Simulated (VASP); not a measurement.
Set up this calculation in VASP 6.6.1, as the native input.

| Property | Result |
| --- | --- |
| Task | single point |
| Functional | PBE |
| Dispersion | D3(BJ) |
| Potentials or basis | VASP PAW PBE potentials, release 64 (Al) |
| Cutoff | 520 eV |
| k mesh | 22 × 22 × 22 |
| Occupations | gaussian, width 0.15 eV |
| Spin | no spin polarisation |
| Dipole correction | no |
| Further INCAR settings | ALGO = Normal; EDIFF = 1e-07; NBANDS = 8 |

The structure of Al lies in POSCAR:

```
Al
1.0
    0.0000000000      2.0294433876      1.6097544951
    2.0294433876      0.0000000000      1.6097544951
    2.0294433876      2.0294433876      0.0000000000
Al
1
Direct
    0.0000000000      0.0000000000      0.0000000000
```

These files were run (other wordings do the same):

INCAR

```
SYSTEM = Al
PREC = Accurate ; ENCUT = 520
EDIFF = 1E-7 ; ISMEAR = 0
SIGMA = 0.15 ; LREAL = .False.
LASPH = .True. ; NELM = 80
ALGO = Normal ; ISIF = 2
LWAVE = .False. ; LCHARG = .True.
GGA = PE ; IVDW = 12
LELF = .True. ; LVHAR = .True.
NBANDS = 8
```

KPOINTS

```
Automatic mesh
0
Gamma
  22 22 22
  0 0 0
```

Potentials or basis: VASP PAW PBE potentials, release 64 (Al).

Run with:

```bash
$ cat potpaw_PBE.64/Al/POTCAR > POTCAR
$ mpirun -np 1 vasp_std > vasp.out
```

Results of the run:

```json
{
 "Pressure": "23.3 GPa",
 "Band gap on the k mesh": "zero (an odd number of electrons rules out a gap without spin polarisation)",
 "Dispersion energy per atom": "-0.422 eV"
}
```

Caveat: the cell stands under pressure.

Run time: 31 s on 1 thread of Intel(R) Xeon(R) Platinum 8559C (Emerald Rapids), with other jobs on the host, peak memory 0.19 GiB.
